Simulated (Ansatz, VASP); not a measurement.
Al: VASP beside Ansatz

```xyz
6
Lattice="-1.3447 2.5191 0.1119 -2.8566 0.0844 0.1367 -0.7346 0.4998 14.1192" Properties=species:S:1:pos:R:3 pbc="T T T"
Al   -2.6902    1.6811    2.4982
Al   -0.9568    0.6292    9.4335
Al   -3.9791    2.4741    4.9343
Al   -2.2457    1.4222   11.8696
Al    0.0000    0.0000    0.0000
Al   -2.4680    1.5517    7.1839
```

Alike in both runs: task single point; functional PBE; k mesh 8 × 8 × 2; occupations gaussian, width 0.2 eV; no spin polarisation.

```csv
,VASP,Ansatz
version,VASP 6.6.1,Ansatz 0.2.0
potentials or method,"VASP PAW PBE potentials, release 64 (Al), cutoff 520 eV","scalar-relativistic, plane waves, PAW"
valence electrons in the cell,18,18
```

|  | VASP | Ansatz | Ansatz less VASP |
| --- | --- | --- | --- |
| gap on the k mesh at the Fermi level (eV) | none | none | - |
| pressure (GPa) | -0.3 | -0.3 | +0.03 |
| traceless stress, the component that is largest in VASP (GPa) | -0.48 | -0.48 | +0.001 |
| rms of the force components (eV/Å) | 0.005 | 0.005 | 0.0000 |

Atom by atom the forces differ by 0.000 eV/Å (rms over components). A gap of «none» marks a metal or a gap that the smearing closes. With one functional, cell and mesh, what is left measures potentials, basis and numerics.
